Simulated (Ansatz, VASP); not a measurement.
# SnTe: VASP beside Ansatz

Contents of INCAR:

```
SYSTEM = SnTe
PREC = Accurate ; ENCUT = 500
EDIFF = 1E-6 ; ISMEAR = 0
SIGMA = 0.1 ; LREAL = .False.
LASPH = .True. ; NELM = 120
ALGO = Normal ; ISIF = 2
LWAVE = .False. ; LCHARG = .False.
GGA = B5 ; ALDAX = 1.0
AGGAX = 1.0 ; AGGAC = 1.0
ALDAC = 0.0 ; NBANDS = 17
GGA_COMPAT = .False.
```

Contents of KPOINTS:

```
Automatic mesh
0
Gamma
  4 4 4
  0 0 0
```

File POSCAR:

```
SnTe
1.0
    0.0000000000      3.6111460000      3.6111460000
    3.6111460000      0.0000000000      3.6111460000
    3.6111460000      3.6111460000      0.0000000000
Sn Te
1 1
Direct
    0.0000000000      0.0000000000      0.0000000000
    0.7500000000      0.7500000000      0.7500000000
```

Input for Ansatz:

```yaml
crystal:
  lattice:
    - [0.0, 3.611146, 3.611146]
    - [3.611146, 0.0, 3.611146]
    - [3.611146, 3.611146, 0.0]
  atoms:
    - { symbol: Sn, position: [0.0, 0.0, 0.0] }
    - { symbol: Te, position: [0.75, 0.75, 0.75] }
basis:
  ecutwfc: 420
kpoints:
  mp_grid: { grid: [4, 4, 4] }
hamiltonian:
  xc: blyp
scf:
  occupations: { method: gaussian, width: 0.1 }
output:
  forces: true
  stress: true
  eigenvalues: true
```

Alike in both runs: task single point; functional BLYP; k mesh 4 × 4 × 4; occupations gaussian, width 0.1 eV; no spin polarisation.

|  | VASP | Ansatz |
| --- | --- | --- |
| version | VASP 6.6.1 | Ansatz 0.2.0 |
| potentials or method | VASP PAW PBE potentials, release 64 (Sn_d, Te), cutoff 500 eV | scalar-relativistic, plane waves, PAW |
| valence electrons in the cell | 20 | 30 |

Ansatz gave:

```
gap on the k mesh at the Fermi level (eV) : 0.16
least direct gap on the mesh (eV)         : 0.83
pressure (GPa)                            : 1.4
```

Task: What did VASP give for the same quantities?

Result: gap on the k mesh at the Fermi level (eV): 0.15; least direct gap on the mesh (eV): 0.82; pressure (GPa): 1.4.

VASP's potentials were made for PBE, not for BLYP. VASP's potentials hold 20 valence electrons a cell and Ansatz's 30, so a difference there can come from the potentials and not from the codes.

Spin-orbit coupling is off throughout.
